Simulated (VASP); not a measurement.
Here is a VASP 6.6.1 calculation.

INCAR

```
SYSTEM = Pb
  ALGO = Normal
  EDIFF = 1E-6
  ENCUT = 520
  GGA = PE
  ISIF = 2
  ISMEAR = 0
  LASPH = .TRUE.
  LCHARG = .FALSE.
  LREAL = .FALSE.
  LWAVE = .FALSE.
  NBANDS = 13
  NELM = 60
  PREC = Accurate
  SIGMA = 0.05
```

The input KPOINTS:

```
k-points
0
G
  8 8 8
  0 0 0
```

POSCAR

```
Pb
1.0
    0.0000000000      2.4894189083      2.4894189083
    2.4894189083      0.0000000000      2.4894189083
    2.4894189083      2.4894189083      0.0000000000
Pb
1
Direct
    0.0000000000      0.0000000000      0.0000000000
```

Potentials or basis: VASP PAW PBE potentials, release 64 (Pb_d).

Run with:

```sh
$ cat potpaw_PBE.64/Pb_d/POTCAR > POTCAR
$ mpirun -np 1 vasp_std > vasp.out
```

Problem. Estimate the band gap on the k mesh.

Solution. Zero (band 7 reaches 14.37 eV, above the bottom of band 8 at 5.75 eV).

Problem. What does it give for the pressure?

Solution. 1.7 GPa.

Caveat: spin-orbit coupling is left out, which moves the levels of the heavy elements.
